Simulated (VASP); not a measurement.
CuAu, 2 atoms in the cell. Symmetry: R-3m, No. 166, trigonal system. Conventional cell: a = 2.924 Å, b = 2.924 Å, c = 12.937 Å, α = 90.00°, β = 90.00°, γ = 120.00°. Au (site symmetry -3m) has 6 Cu at 2.74 Å and 6 Au at 2.92 Å within 3.6 Å. Cu (site symmetry -3m) has 6 Au at 2.74 Å and 6 Cu at 2.92 Å within 3.6 Å. 

```yaml
Program: VASP 6.6.1
Task: single point
Functional: LDA
Potentials_or_basis: VASP PAW LDA potentials, release 64 (Au, Cu)
Cutoff: 520 eV
k_mesh: 11 × 11 × 11
Occupations: fermi-dirac, width 0.05 eV
Spin: no spin polarisation
Dipole_correction: no
Further_INCAR_settings: ALGO = Normal; EDIFF = 1e-06; NBANDS = 18
```

Potentials or basis: VASP PAW LDA potentials, release 64 (Au, Cu).

Run with:

```bash
$ cat potpaw_LDA.64/Au/POTCAR potpaw_LDA.64/Cu/POTCAR > POTCAR
$ mpirun -np 1 vasp_std > vasp.out
```

Hardware: 1 thread of Intel(R) Xeon(R) 6975P-C (Granite Rapids), with other jobs on the host.

Problem. How long does it take, and how much memory?

Solution. Wall time 59 s on 1 thread of Intel(R) Xeon(R) 6975P-C (Granite Rapids), with other jobs on the host, peak memory 0.24 GiB. Counts: scf iterations 13, k points 146.
